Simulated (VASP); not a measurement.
# LiF (Fm-3m) in VASP: notebook

The runs below take LiF through single point, relaxation of cell and atoms, with LDA.

All numbers are computed with VASP 6.6.1; they aren't measurements. Logs are shortened: lines on timing, memory, paths and dates and some standing lists are left out, and cuts for length are marked.

## (1) The cell of the first run

It takes space group Fm-3m (No. 225, cubic). Conventional cell: a = 3.908 Å, b = 3.908 Å, c = 3.908 Å, α = 90.00°, β = 90.00°, γ = 90.00°. Li (site symmetry m-3m) has 6 F at 1.95 Å within 2.6 Å. Within 2.6 Å of F (site symmetry m-3m) lie 6 Li at 1.95 Å.

## (2) Single point, LDA

INCAR

```
SYSTEM = LiF
PREC     = Accurate       ! precision mode
ENCUT    = 750            ! plane-wave cutoff, eV
EDIFF    = 1E-6           ! SCF threshold, eV
ISMEAR   = 0              ! smearing method
SIGMA    = 0.1            ! smearing width, eV
LREAL    = .FALSE.        ! projectors in reciprocal space
LASPH    = .TRUE.         ! aspherical terms in the spheres
NELM     = 120            ! most SCF steps
ALGO     = Normal         ! electronic algorithm
ISIF     = 2              ! what is computed and relaxed
LWAVE    = .FALSE.        ! write WAVECAR
LCHARG   = .FALSE.        ! write CHGCAR
GGA      = CA             ! functional
NBANDS   = 12             ! bands
GGA_COMPAT= .FALSE.
```

KPOINTS

```
regular mesh
0
G
  8 8 8
  0 0 0
```

POSCAR

```
LiF
1.0
    0.0000000000      1.9538102125      1.9538102125
    1.9538102125      0.0000000000      1.9538102125
    1.9538102125      1.9538102125      0.0000000000
Li F
1 1
Direct
    0.0000000000      0.0000000000      0.0000000000
    0.5000000000      0.5000000000      0.5000000000
```

Potentials or basis: VASP PAW LDA potentials, release 64 (Li_sv, F).

On the command line:

```bash
$ cat potpaw_LDA.64/Li_sv/POTCAR potpaw_LDA.64/F/POTCAR > POTCAR
$ mpirun -np 1 vasp_std > vasp.out
```

OUTCAR:

```text
SYSTEM = LiF
   PREC = Accurate
   ENCUT = 750
   EDIFF = 1E-6
   ISMEAR = 0
   LREAL = .FALSE.
   LASPH = .TRUE.
   NELM = 120
   ISIF = 2
   GGA = CA

 ion  position               nearest neighbor table
   1  0.000  0.000  0.000-   2 1.95   2 1.95   2 1.95   2 1.95   2 1.95   2 1.95
   2  0.500  0.500  0.500-   1 1.95   1 1.95   1 1.95   1 1.95   1 1.95   1 1.95

  LATTYP: Found a face centered cubic cell.
 ALAT       =     3.9076204250

  Lattice vectors:

 A1 = (   0.0000000000,   1.9538102125,   1.9538102125)
 A2 = (   1.9538102125,   0.0000000000,   1.9538102125)
 A3 = (   1.9538102125,   1.9538102125,   0.0000000000)

Analysis of symmetry for initial positions (statically):
=====================================================================
 Subroutine PRICEL returns:
 Original cell was already a primitive cell.

 Routine SETGRP: Setting up the symmetry group for a
 face centered cubic supercell.

 Subroutine GETGRP returns: Found 48 space group operations
 (whereof 48 operations were pure point group operations)
 out of a pool of 48 trial point group operations.

The static configuration has the point symmetry O_h .

Analysis of symmetry for dynamics (positions and initial velocities):
=====================================================================
 Subroutine PRICEL returns:
 Original cell was already a primitive cell.

 Routine SETGRP: Setting up the symmetry group for a
 face centered cubic supercell.

 Subroutine GETGRP returns: Found 48 space group operations
 (whereof 48 operations were pure point group operations)
 out of a pool of 48 trial point group operations.

The dynamic configuration has the point symmetry O_h .

 Subroutine INISYM returns: Found 48 space group operations
 (whereof 48 operations are pure point group operations),
 and found     1 'primitive' translations

----------------------------------------------------------------------------------------

                                     Primitive cell

  volume of cell :      14.9168

  direct lattice vectors                    reciprocal lattice vectors
     0.000000000  1.953810213  1.953810213    -0.255910219  0.255910219  0.255910219
     1.953810213  0.000000000  1.953810213     0.255910219 -0.255910219  0.255910219
     1.953810213  1.953810213  0.000000000     0.255910219  0.255910219 -0.255910219

  length of vectors
     2.763104901  2.763104901  2.763104901     0.443249502  0.443249502  0.443249502

  position of ions in fractional coordinates (direct lattice)
     0.000000000  0.000000000  0.000000000
     0.500000000  0.500000000  0.500000000

  ion indices of the primitive-cell ions
   primitive index   ion index
[... 88 lines left out ...]
   EFERMI =   0.00;   METHOD = LEGACY
   ISMEAR =     0;   SIGMA  =   0.10  broadening in eV -4-tet -1-fermi 0-gaus
   EFERMI_NEDOS =   21; number of points for ismear=-14 and -15
   IALGO  =     38    algorithm
   IMIX   =      4    mixing-type and parameters
     AMIX     =   0.40;   BMIX     =  1.00
     AMIX_MAG =   1.60;   BMIX_MAG =  1.00
  volume/ion in A,a.u.               =       7.46        50.33
  Fermi-wavevector in a.u.,A,eV,Ry     =   1.432790  2.707580 27.931215  2.052886
  Thomas-Fermi vector in A             =   2.552379
   LORBIT       =      0    0 simple, 1 ext, 2 COOP (PROOUT), +10 PAW based schemes
   GGA     = CA    functional components
   LHFCALC =     F    Hartree Fock is set to
   AEXX    =    0.0000 exact exchange contribution
   IVDW    =     0    specifies the selected vdW correction
   LEPSILON=     F    determine dielectric tensor
   LRPA    =     F    only Hartree local field effects (RPA)
 non-spin polarized calculation
 Gauss-broadening in eV      SIGMA  =   0.10
  energy-cutoff  :      750.00
  volume of cell :       14.92
 maximum number of plane-waves:       725
 NGX is ok and might be reduce to    28
   NGX = 13   NGY = 13   NGZ = 13

 number of electron      10.0000000 magnetization

 number of electron       9.9999997 magnetization

 Free energy of the ion-electron system (eV)
  ---------------------------------------------------
  ext. energy  EPLUGINS =         0.00000000
  ---------------------------------------------------
  free energy    TOTEN  =       -10.50684562 eV

  energy without entropy =      -10.50684562  energy(sigma->0) =      -10.50684562

 E-fermi :  -0.2967     XC(G=0): -11.1304

 val. band max:       -0.7132181142   @ k =   0.0000   0.0000   0.0000
 cond. band min:       8.9772921000   @ k =   0.0000   0.0000   0.0000
 fundamental gap:      9.6905102142
 Fermi energy:        -0.2967186722

 k-point     1 :       0.0000    0.0000    0.0000
  band No.  band energies     occupation
      1     -40.2882      2.00000
      2     -20.5429      2.00000
      3      -0.7132      2.00000
      4      -0.7132      2.00000
      5      -0.7132      2.00000
      6       8.9773      0.00000
      7      23.9392      0.00000
      8      23.9392      0.00000
      9      23.9392      0.00000
     10      24.1012      0.00000
     11      24.1012      0.00000
     12      24.1012      0.00000
[... 331 lines left out ...]
 k-point    24 :      -0.3750    0.2500    0.1250
  band No.  band energies     occupation
      1     -40.1731      2.00000
      2     -19.8673      2.00000
      3      -3.4018      2.00000
      4      -2.1691      2.00000
      5      -1.2730      2.00000
      6      12.0218      0.00000
      7      15.4365      0.00000
      8      18.5994      0.00000
      9      19.1418      0.00000
     10      27.8321      0.00000
     11      28.9367      0.00000
     12      34.8268      0.00000

 [... further k-points ...]

------------------------ aborting loop because EDIFF is reached ----------------------------------------

  FORCE on cell =-STRESS in cart. coord.  units (eV):
  Direction    XX          YY          ZZ          XY          YZ          ZX
  --------------------------------------------------------------------------------------
  -------------------------------------------------------------------------------------
  Total       -0.0412406     -0.0412406     -0.0412406      0.0000000     -0.0000000      0.0000000
  in kB       -4.4295357     -4.4295357     -4.4295357      0.0000000     -0.0000000      0.0000000
  external PRESSURE =      -4.4295357 kB  Pullay stress =       0.0000000 kB

 VOLUME and BASIS-vectors are now :
 -----------------------------------------------------------------------------
  energy-cutoff  :      750.00
  volume of cell :       14.92
      direct lattice vectors                 reciprocal lattice vectors
     0.000000000  1.953810213  1.953810213    -0.255910219  0.255910219  0.255910219
     1.953810213  0.000000000  1.953810213     0.255910219 -0.255910219  0.255910219
     1.953810213  1.953810213  0.000000000     0.255910219  0.255910219 -0.255910219

 POSITION                                       TOTAL-FORCE (eV/Angst)
 -----------------------------------------------------------------------------------
      0.00000      0.00000      0.00000         0.000000     -0.000000      0.000000
      1.95381      1.95381      1.95381        -0.000000      0.000000     -0.000000
 -----------------------------------------------------------------------------------
    total drift:                                0.000000      0.000000      0.000000

  FREE ENERGIE OF THE ION-ELECTRON SYSTEM (eV)
  ---------------------------------------------------
  free  energy   TOTEN  =       -10.5068456154 eV

  energy  without entropy=      -10.5068456154  energy(sigma->0) =      -10.50684562
```

Wall time 5.7 s (1 thread of Intel Xeon 6975P-C (Granite Rapids), shared host); peak memory 0.13 GiB.

What came out:

```yaml
Free_energy: -10.5068 eV
Pressure: -0.4 GPa
Band_gap_on_the_k_mesh: 9.69 eV
```

A k mesh can miss the band edges.

## (3) Single point, LDA

INCAR

```
SYSTEM = LiF
ALGO     = Normal         ! electronic algorithm
EDIFF    = 1E-6           ! SCF threshold, eV
ENCUT    = 750            ! plane-wave cutoff, eV
GGA      = CA             ! functional
GGA_COMPAT= .False.      
ISIF     = 2              ! what is computed and relaxed
ISMEAR   = 0              ! smearing method
LASPH    = .True.         ! aspherical terms in the spheres
LCHARG   = .False.        ! write CHGCAR
LREAL    = .False.        ! projectors in reciprocal space
LWAVE    = .False.        ! write WAVECAR
NBANDS   = 12             ! bands
NELM     = 120            ! most SCF steps
PREC     = Accurate       ! precision mode
SIGMA    = 0.02           ! smearing width, eV
```

KPOINTS

```
k-points
0
Gamma
  8 8 8
  0 0 0
```

POSCAR

```
LiF
1.0
    0.0000000000      1.9537514360      1.9537514360
    1.9537514360      0.0000000000      1.9537514360
    1.9537514360      1.9537514360      0.0000000000
Li F
1 1
Direct
    0.0000000000      0.0000000000      0.0000000000
    0.5000000000      0.5000000000      0.5000000000
```

Potentials or basis: VASP PAW LDA potentials, release 64 (Li_sv, F).

On the command line:

```bash
$ cat potpaw_LDA.64/Li_sv/POTCAR potpaw_LDA.64/F/POTCAR > POTCAR
$ mpirun -np 1 vasp_std > vasp.out
```

Wall time 5.3 s (1 thread of Intel Xeon 6975P-C (Granite Rapids), shared host); peak memory 0.13 GiB.

It converged, with:

- Free energy: -10.5068 eV
- Pressure: -0.4 GPa
- Band gap on the k mesh: 9.69 eV

Levels at points of the mesh, in eV from the valence-band top:
```
           k point  band 1  band 2  band 3  band 4  band 5  band 6  band 7  band 8  band 9  band 10
(0.00, 0.00, 0.00)  -39.57  -19.83    0.00    0.00    0.00    9.69   24.65   24.65   24.65    24.82
(0.50, 0.00, 0.00)  -39.47  -19.31   -2.87   -0.26   -0.26   10.86   17.47   19.13   19.13    31.54
(0.50, 0.50, 0.00)  -39.45  -18.95   -3.54   -1.18   -1.18   15.29   16.45   18.25   20.84    20.84
```

## (4) Single point, LDA

This run uses another cell than the first one, of 8.51 Å³/atom.

INCAR

```
SYSTEM = LiF
PREC = Accurate
ENCUT = 750
EDIFF = 1E-6
ISMEAR = 0
SIGMA = 0.1
LREAL = .False.
LASPH = .True.
NELM = 120
ALGO = Normal
ISIF = 2
LWAVE = .False.
LCHARG = .False.
GGA = CA
NBANDS = 12
GGA_COMPAT = .False.
```

KPOINTS

```
regular mesh
0
Gamma
  8 8 8
  0 0 0
```

POSCAR

```
LiF
1.0
    0.0000000000      2.0417135700      2.0417135700
    2.0417135700      0.0000000000      2.0417135700
    2.0417135700      2.0417135700      0.0000000000
Li F
1 1
Direct
    0.0000000000      0.0000000000      0.0000000000
    0.5000000000      0.5000000000      0.5000000000
```

Potentials or basis: VASP PAW LDA potentials, release 64 (Li_sv, F).

On the command line:

```bash
$ cat potpaw_LDA.64/Li_sv/POTCAR potpaw_LDA.64/F/POTCAR > POTCAR
$ mpirun -np 1 vasp_std > vasp.out
```

OUTCAR:

```text
SYSTEM = LiF
   PREC = Accurate
   ENCUT = 750
   EDIFF = 1E-6
   ISMEAR = 0
   LREAL = .False.
   LASPH = .True.
   NELM = 120
   ISIF = 2
   GGA = CA

 ion  position               nearest neighbor table
   1  0.000  0.000  0.000-   2 2.04   2 2.04   2 2.04   2 2.04   2 2.04   2 2.04
   2  0.500  0.500  0.500-   1 2.04   1 2.04   1 2.04   1 2.04   1 2.04   1 2.04

  LATTYP: Found a face centered cubic cell.
 ALAT       =     4.0834271400

  Lattice vectors:

 A1 = (   0.0000000000,   2.0417135700,   2.0417135700)
 A2 = (   2.0417135700,   0.0000000000,   2.0417135700)
 A3 = (   2.0417135700,   2.0417135700,   0.0000000000)

Analysis of symmetry for initial positions (statically):
=====================================================================
 Subroutine PRICEL returns:
 Original cell was already a primitive cell.

 Routine SETGRP: Setting up the symmetry group for a
 face centered cubic supercell.

 Subroutine GETGRP returns: Found 48 space group operations
 (whereof 48 operations were pure point group operations)
 out of a pool of 48 trial point group operations.

The static configuration has the point symmetry O_h .

Analysis of symmetry for dynamics (positions and initial velocities):
[... 181 lines left out ...]
     11      21.9625      0.00000
     12      21.9625      0.00000
[... 331 lines left out ...]
 k-point    24 :      -0.3750    0.2500    0.1250
  band No.  band energies     occupation
      1     -41.3111      2.00000
      2     -20.4750      2.00000
      3      -3.8275      2.00000
      4      -2.7511      2.00000
      5      -2.0187      2.00000
      6      10.3106      0.00000
      7      13.4216      0.00000
      8      16.5779      0.00000
      9      16.7432      0.00000
     10      25.0758      0.00000
     11      26.1147      0.00000
     12      31.4580      0.00000

 [... further k-points ...]

------------------------ aborting loop because EDIFF is reached ----------------------------------------

  FORCE on cell =-STRESS in cart. coord.  units (eV):
  Direction    XX          YY          ZZ          XY          YZ          ZX
  --------------------------------------------------------------------------------------
  -------------------------------------------------------------------------------------
  Total       -0.9636748     -0.9636748     -0.9636748      0.0000000      0.0000000      0.0000000
  in kB      -90.7040457    -90.7040457    -90.7040457      0.0000000      0.0000000      0.0000000
  external PRESSURE =     -90.7040457 kB  Pullay stress =       0.0000000 kB

 VOLUME and BASIS-vectors are now :
 -----------------------------------------------------------------------------
  energy-cutoff  :      750.00
  volume of cell :       17.02
      direct lattice vectors                 reciprocal lattice vectors
     0.000000000  2.041713570  2.041713570    -0.244892333  0.244892333  0.244892333
     2.041713570  0.000000000  2.041713570     0.244892333 -0.244892333  0.244892333
     2.041713570  2.041713570  0.000000000     0.244892333  0.244892333 -0.244892333

 POSITION                                       TOTAL-FORCE (eV/Angst)
 -----------------------------------------------------------------------------------
      0.00000      0.00000      0.00000        -0.000000      0.000000     -0.000000
      2.04171      2.04171      2.04171         0.000000      0.000000      0.000000
 -----------------------------------------------------------------------------------
    total drift:                                0.000000      0.000000      0.000000

  FREE ENERGIE OF THE ION-ELECTRON SYSTEM (eV)
  ---------------------------------------------------
  free  energy   TOTEN  =       -10.4442268408 eV

  energy  without entropy=      -10.4442268408  energy(sigma->0) =      -10.44422684
```

OSZICAR:

```text
N       E                     dE             d eps       ncg     rms          rms(c)
DAV:   1     0.425012108528E+02    0.42501E+02   -0.67186E+03   696   0.111E+03
DAV:   2    -0.925515696576E+01   -0.51756E+02   -0.50456E+02   812   0.221E+02
DAV:   3    -0.109150280549E+02   -0.16599E+01   -0.16530E+01   936   0.347E+01
DAV:   4    -0.109379656120E+02   -0.22938E-01   -0.22936E-01   804   0.460E+00
DAV:   5    -0.109382644533E+02   -0.29884E-03   -0.29884E-03   892   0.383E-01    0.423E+00
DAV:   6    -0.104633788823E+02    0.47489E+00   -0.23372E+00   768   0.916E+00    0.142E+00
DAV:   7    -0.104505780287E+02    0.12801E-01   -0.16641E-02   956   0.115E+00    0.813E-01
DAV:   8    -0.104442403088E+02    0.63377E-02   -0.10605E-02  1004   0.109E+00    0.102E-01
DAV:   9    -0.104442086527E+02    0.31656E-04   -0.61364E-04   792   0.233E-01    0.383E-02
DAV:  10    -0.104442272148E+02   -0.18562E-04   -0.34036E-05   812   0.424E-02    0.591E-03
DAV:  11    -0.104442268408E+02    0.37407E-06   -0.12914E-06   740   0.117E-02
   1 F= -.10444227E+02 E0= -.10444227E+02  d E =-.428028E-22
```

stdout:

```text
POSCAR found type information on POSCAR LiF
 POSCAR found :  2 types and       2 ions
 scaLAPACK will be used
 LDA part: xc-table for (Slater(with rela. corr.)+CA(PZ))
 , standard interpolation
 POSCAR, INCAR and KPOINTS ok, starting setup
 FFT: planning ... GRIDC
 FFT: planning ... GRID_SOFT
 FFT: planning ... GRID
 WAVECAR not read
 entering main loop
```

It took 4.7 s on 1 thread of Intel Xeon 6975P-C (Granite Rapids), shared host; peak memory 0.13 GiB.

What came out:

```
Free energy            : -10.4442 eV
Pressure               : -9.1 GPa
Band gap on the k mesh : 8.47 eV
```

Levels at points of the mesh, in eV from the valence-band top:
| k point | band 2 | band 3 | band 4 | band 5 | band 6 | band 7 | band 8 | band 9 |
| --- | --- | --- | --- | --- | --- | --- | --- | --- |
| (0.00, 0.00, 0.00) | -19.46 | 0.00 | 0.00 | 0.00 | 8.47 | 22.95 | 22.95 | 22.95 |
| (0.50, 0.00, 0.00) | -19.03 | -2.46 | -0.22 | -0.22 | 10.17 | 15.89 | 18.11 | 18.11 |
| (0.50, 0.50, 0.00) | -18.78 | -2.94 | -0.97 | -0.97 | 14.05 | 15.85 | 16.63 | 19.30 |

Caveat: the cell stands under tension. A k mesh can miss the band edges.

## (5) Relaxation of cell and atoms, LDA

INCAR

```
PREC = Accurate
ENCUT = 750
EDIFF = 1E-7
ISMEAR = 0
SIGMA = 0.02
LREAL = False
LASPH = True
NELM = 120
ALGO = Normal
ISIF = 3
LWAVE = False
LCHARG = False
IBRION = 2
NSW = 100
EDIFFG = -0.002
GGA_COMPAT = False
NELMIN = 4
```

KPOINTS

```
regular mesh
0
Gamma
  8 8 8
```

POSCAR

```
LiF
1.0
    0.0000000000      1.9538102125      1.9538102125
    1.9538102125      0.0000000000      1.9538102125
    1.9538102125      1.9538102125      0.0000000000
Li F
1 1
Direct
    0.0000000000      0.0000000000      0.0000000000
    0.5000000000      0.5000000000      0.5000000000
```

On the command line:

```bash
$ cat potpaw_LDA.64/Li_sv/POTCAR potpaw_LDA.64/F/POTCAR > POTCAR
$ mpirun -np 1 vasp_std > vasp.out
```

Run time: 8.4 s. Hardware: 1 thread of Intel Xeon 6975P-C (Granite Rapids), shared host; peak memory 0.13 GiB.

It converged, with:

- Free energy: -10.5070 eV
- Relaxed volume: 7.42 Å³/atom
- Relaxed cell: a = 2.758 Å, b = 2.758 Å, c = 2.758 Å, α = 60.00°, β = 60.00°, γ = 60.00°
- Space group after relaxing (to 0.1 Å): Fm-3m (No. 225)
- Energy gained by relaxing: 0.1 meV/atom
- Ionic steps: 4
- Pressure after relaxing: 0.0 GPa
- Band gap on the k mesh: 9.74 eV

Step by step:
```csv
step,energy change (eV),largest force (eV/Å),pressure (GPa),volume (Å³)
1,0.0000,0.0000,-0.47,14.92
2,-0.0001,0.0000,-0.18,14.87
3,-0.0001,0.0000,0.15,14.82
4,-0.0001,0.0000,0.01,14.84
```

Final structure:
```
Li F
1.0
     0.00000    1.95050    1.95050
     1.95050    0.00000    1.95050
     1.95050    1.95050    0.00000
Li F
1 1
Cartesian
  0.0000 0.0000 0.0000
  1.9505 1.9505 1.9505
```

Levels at points of the mesh, in eV from the valence-band top:
```tsv
k point	band 2	band 3	band 4	band 5	band 6	band 7	band 8	band 9
(0.00, 0.00, 0.00)	-19.85	0.00	0.00	0.00	9.74	24.72	24.72	24.72
(0.50, 0.00, 0.00)	-19.32	-2.89	-0.27	-0.27	10.88	17.53	19.17	19.17
(0.50, 0.50, 0.00)	-18.95	-3.56	-1.19	-1.19	15.34	16.48	18.32	20.90
```

## (6) The runs side by side

| task | cell | smearing | gap on the mesh (eV) | pressure (GPa) |
| --- | --- | --- | --- | --- |
| single point | a = 2.763 Å, angles 60.0°, 2 atoms | gaussian 0.1 eV | 9.69 | -0.4 |
| single point | a = 2.763 Å, angles 60.0°, 2 atoms | gaussian 0.02 eV | 9.69 | -0.4 |
| single point | a = 2.887 Å, angles 60.0°, 2 atoms | gaussian 0.1 eV | 8.47 | -9.1 |
| relaxation of cell and atoms | relaxed from a = 2.763 Å, angles 60.0°, 2 atoms | gaussian 0.02 eV | 9.74 | 0.0 |

Alike in all rows: level LDA; potentials or basis VASP PAW LDA potentials, release 64 (Li_sv, F); no spin polarisation; k mesh 8 × 8 × 8; cutoff (eV) 750.

Caveats: the cell stands under tension (at least some runs).

Total energies depend on the potentials used, so only differences within one code and one set of settings carry meaning.
